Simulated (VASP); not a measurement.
# Hf (Im-3m) in VASP: a series of runs

Hf is run at these levels: PBE; tasks: electric field gradients, density of states.

Program: VASP 6.6.1. These are calculated values, not measurements. Logs are shortened: lines on timing, memory, paths and dates and some standing lists are left out, and cuts for length are marked.

## Step 1: The cell of the first run

Symmetry: Im-3m, No. 229, cubic system. Conventional cell: a = 3.610 Å, b = 3.610 Å, c = 3.610 Å, α = 90.00°, β = 90.00°, γ = 90.00°. Hf (site symmetry m-3m) has 14 Hf at 3.13 to 3.61 Å within 4.1 Å.

## Step 2: Electric field gradients, PBE

Input file INCAR:

```
PREC = Accurate ; ENCUT = 520
EDIFF = 1E-8 ; ISMEAR = -1
SIGMA = 0.05 ; LREAL = F
LASPH = T ; NELM = 80
ALGO = Normal ; ISIF = 2
LWAVE = F ; LCHARG = F
GGA = PE ; LEFG = T
NBANDS = 11
```

Input file KPOINTS:

```
Automatic mesh
0
Gamma
  14 14 14
```

Input file POSCAR:

```
Hf
1.0
   -1.8050000000      1.8050000000      1.8050000000
    1.8050000000     -1.8050000000      1.8050000000
    1.8050000000      1.8050000000     -1.8050000000
Hf
1
Direct
    0.0000000000      0.0000000000      0.0000000000
```

Potentials or basis: VASP PAW PBE potentials, release 64 (Hf_pv).

The run is started by

```sh
$ cat potpaw_PBE.64/Hf_pv/POTCAR > POTCAR
$ mpirun -np 1 vasp_std > vasp.out
```

OUTCAR:

```text
PREC = Accurate
   ENCUT = 520
   EDIFF = 1E-8
   ISMEAR = -1
   LREAL = F
   LASPH = T
   NELM = 80
   ISIF = 2
   GGA = PE

 ion  position               nearest neighbor table
   1  0.000  0.000  0.000-

  LATTYP: Found a body centered cubic cell.
 ALAT       =     3.6100000000

  Lattice vectors:

 A1 = (  -1.8050000000,   1.8050000000,   1.8050000000)
 A2 = (   1.8050000000,  -1.8050000000,   1.8050000000)
 A3 = (   1.8050000000,   1.8050000000,  -1.8050000000)

Analysis of symmetry for initial positions (statically):
=====================================================================
 Subroutine PRICEL returns:
 Original cell was already a primitive cell.

 Routine SETGRP: Setting up the symmetry group for a
 body centered cubic supercell.

 Subroutine GETGRP returns: Found 48 space group operations
 (whereof 48 operations were pure point group operations)
 out of a pool of 48 trial point group operations.

The static configuration has the point symmetry O_h .

Analysis of symmetry for dynamics (positions and initial velocities):
=====================================================================
 Subroutine PRICEL returns:
 Original cell was already a primitive cell.

 Routine SETGRP: Setting up the symmetry group for a
 body centered cubic supercell.

 Subroutine GETGRP returns: Found 48 space group operations
 (whereof 48 operations were pure point group operations)
 out of a pool of 48 trial point group operations.

The dynamic configuration has the point symmetry O_h .

 Subroutine INISYM returns: Found 48 space group operations
 (whereof 48 operations are pure point group operations),
 and found     1 'primitive' translations

----------------------------------------------------------------------------------------

                                     Primitive cell

  volume of cell :      23.5229

  direct lattice vectors                    reciprocal lattice vectors
    -1.805000000  1.805000000  1.805000000     0.000000000  0.277008310  0.277008310
     1.805000000 -1.805000000  1.805000000     0.277008310  0.000000000  0.277008310
     1.805000000  1.805000000 -1.805000000     0.277008310  0.277008310  0.000000000

  length of vectors
     3.126351708  3.126351708  3.126351708     0.391748909  0.391748909  0.391748909

  position of ions in fractional coordinates (direct lattice)
     0.000000000  0.000000000  0.000000000

  ion indices of the primitive-cell ions
   primitive index   ion index
                 1           1

----------------------------------------------------------------------------------------

 KPOINTS: Automatic mesh

Automatic generation of k-mesh.
 Grid dimensions read from file:
 generate k-points for:   14   14   14

 Generating k-lattice:

  Cartesian coordinates                     Fractional coordinates (reciprocal lattice)
     0.000000000  0.019786308  0.019786308     0.071428571  0.000000000  0.000000000
     0.019786308  0.000000000  0.019786308     0.000000000  0.071428571  0.000000000
     0.019786308  0.019786308  0.000000000     0.000000000  0.000000000  0.071428571

  Length of vectors
     0.027982065  0.027982065  0.027982065

  Shift w.r.t. Gamma in fractional coordinates (k-lattice)
     0.000000000  0.000000000  0.000000000

 Subroutine IBZKPT returns following result:
 ===========================================

 Found    104 irreducible k-points:

 Following reciprocal coordinates:
            Coordinates               Weight
  0.000000  0.000000  0.000000      1.000000
  0.071429  0.000000  0.000000     12.000000
  0.142857  0.000000  0.000000     12.000000
  0.214286  0.000000  0.000000     12.000000
  0.285714  0.000000  0.000000     12.000000
  0.357143  0.000000  0.000000     12.000000
[... 16 lines left out ...]
  0.285714  0.285714  0.000000     24.000000
  0.357143  0.285714  0.000000     24.000000
 [... further k-points ...]
   k-points           NKPTS =    104   k-points in BZ     NKDIM =    104   number of bands    NBANDS=     11
   number of dos      NEDOS =    301   number of ions     NIONS =      1
   total plane-waves  NPLWV =  13824
   dimension x,y,z NGX =    24 NGY =   24 NGZ =   24
   dimension x,y,z NGXF=    48 NGYF=   48 NGZF=   48
   ions per type =               1
   NGX,Y,Z   is equivalent  to a cutoff of  12.76, 12.76, 12.76 a.u.
   NGXF,Y,Z  is equivalent  to a cutoff of  25.52, 25.52, 25.52 a.u.
 SYSTEM =  unknown system
   PREC   = accura    normal or accurate (medium, high low for compatibility)
   ISTART =      0    job   : 0-new  1-cont  2-samecut
   ICHARG =      2    charge: 1-file 2-atom 10-const
   ISPIN  =      1    spin polarized calculation?
   LNONCOLLINEAR =      F non collinear calculations
   LSORBIT =      F    spin-orbit coupling
   LASPH  =      T    aspherical Exc in radial PAW
   ENCUT  =  520.0 eV  38.22 Ry    6.18 a.u.   5.81  5.81  5.81*2*pi/ulx,y,z
   NELM   =     80;   NELMIN=  2; NELMDL= -5     # of ELM steps
   EDIFF  = 0.1E-07   stopping-criterion for ELM
   LREAL  =      F    real-space projection
   EDIFFG = 0.1E-06   stopping-criterion for IOM
   NSW    =      0    number of steps for IOM
   IBRION =     -1    ionic relax: 0-MD 1-quasi-New 2-CG
   NFREE  =      0    steps in history (QN), initial steepest desc. (CG)
   ISIF   =      2    stress and relaxation
   ISYM   =      2    0-nonsym 1-usesym 2-fastsym
   POTIM  = 0.5000    time-step for ionic-motion
   TEBEG  =    0.0;   TEEND  =   0.0 temperature during run
   PSTRESS=    0.0 pullay stress
   NELECT =      10.0000    total number of electrons
   NUPDOWN=      -1.0000    fix difference up-down
   EMIN   =  10.00;   EMAX   =-10.00  energy-range for DOS
   EFERMI =   0.00;   METHOD = LEGACY
   ISMEAR =    -1;   SIGMA  =   0.05  broadening in eV -4-tet -1-fermi 0-gaus
   EFERMI_NEDOS =   21; number of points for ismear=-14 and -15
   IALGO  =     38    algorithm
   IMIX   =      4    mixing-type and parameters
     AMIX     =   0.40;   BMIX     =  1.00
     AMIX_MAG =   1.60;   BMIX_MAG =  1.00
  volume/ion in A,a.u.               =      23.52       158.74
  Fermi-wavevector in a.u.,A,eV,Ry     =   1.230961  2.326179 20.616432  1.515265
  Thomas-Fermi vector in A             =   2.365789
   LORBIT       =      0    0 simple, 1 ext, 2 COOP (PROOUT), +10 PAW based schemes
   GGA     = PE    functional components
   LHFCALC =     F    Hartree Fock is set to
   AEXX    =    0.0000 exact exchange contribution
   IVDW    =     0    specifies the selected vdW correction
   LEPSILON=     F    determine dielectric tensor
   LRPA    =     F    only Hartree local field effects (RPA)
 non-spin polarized calculation
  energy-cutoff  :      520.00
  volume of cell :       23.52
 maximum number of plane-waves:       682
   NGX = 11   NGY = 11   NGZ = 11

 number of electron      10.0000001 magnetization

 Free energy of the ion-electron system (eV)
  ---------------------------------------------------
  ext. energy  EPLUGINS =         0.00000000
  ---------------------------------------------------
  free energy    TOTEN  =        -9.72899926 eV

  energy without entropy =       -9.71105536  energy(sigma->0) =       -9.72002731

 E-fermi :   4.2373     XC(G=0): -11.0584

 val. band max:        4.2351657102   @ k =   0.2857   0.2143   0.0000
 cond. band min:       4.2432528740   @ k =   0.1429   0.1429   0.0714
 fundamental gap:      0.0080871637
 Fermi energy:         4.2372956843

 k-point     1 :       0.0000    0.0000    0.0000
  band No.  band energies     occupation
      1     -25.7895      2.00000
      2     -25.7895      2.00000
      3     -25.7895      2.00000
      4      -2.6289      2.00000
      5       5.7289      0.00000
      6       5.7289      0.00000
      7       5.7289      0.00000
      8       8.3659      0.00000
      9       8.3659      0.00000
     10      17.2903      0.00000
     11      17.2903      0.00000

 k-point     2 :       0.0714    0.0000    0.0000
  band No.  band energies     occupation
      1     -25.8258      2.00000
      2     -25.8010      2.00000
      3     -25.7896      2.00000
      4      -2.4510      2.00000
      5       5.6049      0.00000
      6       5.6796      0.00000
      7       5.9030      0.00000
      8       8.1713      0.00000
      9       8.3648      0.00000
     10      17.3153      0.00000
     11      17.4553      0.00000
[... 295 lines left out ...]
 k-point    24 :       0.3571    0.2857    0.0000
  band No.  band energies     occupation
      1     -26.3167      2.00000
      2     -26.2113      2.00000
      3     -25.8752      2.00000
      4       2.6501      2.00000
      5       3.6530      1.99998
      6       3.8776      1.99850
      7       8.4826      0.00000
      8       8.9472      0.00000
      9      11.2662      0.00000
     10      13.6632      0.00000
     11      15.0324      0.00000

 [... further k-points ...]

------------------------ aborting loop because EDIFF is reached ----------------------------------------

  FORCE on cell =-STRESS in cart. coord.  units (eV):
  Direction    XX          YY          ZZ          XY          YZ          ZX
  --------------------------------------------------------------------------------------
  -------------------------------------------------------------------------------------
  Total       -0.7714826     -0.7714826     -0.7714826      0.0000000     -0.0000000      0.0000000
  in kB      -52.5466579    -52.5466579    -52.5466579      0.0000000     -0.0000000      0.0000000
  external PRESSURE =     -52.5466579 kB  Pullay stress =       0.0000000 kB

 VOLUME and BASIS-vectors are now :
 -----------------------------------------------------------------------------
  energy-cutoff  :      520.00
  volume of cell :       23.52
      direct lattice vectors                 reciprocal lattice vectors
    -1.805000000  1.805000000  1.805000000     0.000000000  0.277008310  0.277008310
     1.805000000 -1.805000000  1.805000000     0.277008310  0.000000000  0.277008310
     1.805000000  1.805000000 -1.805000000     0.277008310  0.277008310  0.000000000

 POSITION                                       TOTAL-FORCE (eV/Angst)
 -----------------------------------------------------------------------------------
      0.00000      0.00000      0.00000        -0.000000      0.000000     -0.000000
 -----------------------------------------------------------------------------------
    total drift:                               -0.000000      0.000000      0.000000

  FREE ENERGIE OF THE ION-ELECTRON SYSTEM (eV)
  ---------------------------------------------------
  free  energy   TOTEN  =        -9.7289992646 eV

  energy  without entropy=       -9.7110553580  energy(sigma->0) =       -9.72002731

 Electric field gradients (V/A^2)
---------------------------------------------------------------------
 ion       V_xx      V_yy      V_zz      V_xy      V_xz      V_yz
---------------------------------------------------------------------
   1       0.000     0.000    -0.000    -0.000    -0.000    -0.000
---------------------------------------------------------------------

 Electric field gradients after diagonalization (V/A^2)
 (convention: |V_zz| > |V_xx| > |V_yy|)
----------------------------------------------------------------------
 ion       V_xx      V_yy      V_zz     asymmetry (V_yy - V_xx)/ V_zz
----------------------------------------------------------------------
   1       0.000     0.000    -0.000       0.000
----------------------------------------------------------------------

           NMR quadrupolar parameters

 Cq : quadrupolar parameter    Cq=e*Q*V_zz/h
 eta: asymmetry parameters     (V_yy - V_xx)/ V_zz
 Q  : nuclear electric quadrupole moment in mb (millibarn)
----------------------------------------------------------------------
 ion       Cq(MHz)       eta       Q (mb)
----------------------------------------------------------------------
   1      -0.000       0.000       1.000
----------------------------------------------------------------------
```

Run time: 14 s. Hardware: 1 thread of Intel Xeon 6975P-C, shared host; peak memory 0.15 GiB.

Results:

| Quantity | Value |
| --- | --- |
| Free energy | -9.7290 eV |
| Pressure | -5.3 GPa |
| Band gap on the k mesh | zero (band 5 reaches 5.73 eV, above the bottom of band 6 at 3.52 eV) |

Caveat: without QUAD_EFG the Cq values of the log hold for a quadrupole moment of 1 mb, not for the nuclei; spin-orbit coupling is left out, which moves the levels of the heavy elements.

(Part 1 of 2 ends here.)
